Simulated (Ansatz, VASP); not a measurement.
# TiB2 in VASP and in Ansatz

The input INCAR:

```
SYSTEM = TiB2
PREC = Accurate
ENCUT = 600
EDIFF = 1E-6
ISMEAR = 0
SIGMA = 0.2
LREAL = .False.
LASPH = .True.
NELM = 60
ALGO = Normal
ISIF = 3
LWAVE = .False.
LCHARG = .False.
GGA = PE
IBRION = 2
NSW = 80
EDIFFG = -0.025
```

Contents of KPOINTS:

```
Automatic mesh
0
Gamma
  8 6 4
  0 0 0
```

File POSCAR:

```
TiB2
1.0
   -3.0397434247      0.0271346390     -0.0261457370
   -0.0278051722      0.0433164721     -3.1366299870
    0.0469985734     -5.2336906003      0.0705486984
Ti B
2 4
Direct
    0.9700170762      0.0456917112      0.9802231753
    0.4750905398      0.0315195936      0.5357527503
    0.0708822754      0.4781915734      0.7084599959
    0.5067963696      0.4963611842      0.1434129316
    0.5195337548      0.5189348479      0.7922284178
   -0.0423200157      0.4293010898      0.3399227290
```

Input for Ansatz:

```yaml
crystal:
  lattice:
    - [-3.0397434247, 0.027134639, -0.026145737]
    - [-0.0278051722, 0.0433164721, -3.136629987]
    - [0.0469985734, -5.2336906003, 0.0705486984]
  atoms:
    - { symbol: Ti, position: [0.9700170762, 0.0456917112, 0.9802231753] }
    - { symbol: Ti, position: [0.4750905398, 0.0315195936, 0.5357527503] }
    - { symbol: B, position: [0.0708822754, 0.4781915734, 0.7084599959] }
    - { symbol: B, position: [0.5067963696, 0.4963611842, 0.1434129316] }
    - { symbol: B, position: [0.5195337548, 0.5189348479, 0.7922284178] }
    - { symbol: B, position: [-0.0423200157, 0.4293010898, 0.339922729] }
basis:
  ecutwfc: 420
kpoints:
  mp_grid: { grid: [8, 6, 4] }
hamiltonian:
  xc: pbe
scf:
  occupations: { method: gaussian, width: 0.2 }
  lower_state_search: "off"
output:
  forces: true
  stress: true
  eigenvalues: true
relax:
  adjacent_minimum: "off"
  f_tol: 0.025
  max_steps: 60
  cell: { stress_tol: 0.25 }
```

Change from the starting cell: cell x2, atoms moved at random (sigma 0.15 Å) and cell strained at random (1.5 %), then relaxed without symmetry.

Alike in both runs: task relaxation of cell and atoms; functional PBE; k mesh 8 × 6 × 4; occupations gaussian, width 0.2 eV; no spin polarisation.

|  | VASP | Ansatz |
| --- | --- | --- |
| version | VASP 6.6.1 | Ansatz 0.2.0 |
| potentials or method | VASP PAW PBE potentials, release 64 (Ti_sv, B), cutoff 600 eV | scalar-relativistic, plane waves, PAW |
| valence electrons in the cell | 36 | 36 |

```csv
,VASP,Ansatz,Ansatz less VASP
"gap on the k mesh at the Fermi level, each at its own relaxed structure (eV)",none,none,-
relaxed volume (Å³/atom),8.56,8.56,-0.007
relaxed cell length with the largest relative difference (Å),5.255,5.253,-0.0028
```

A gap of «none» marks a metal or a gap that the smearing closes.
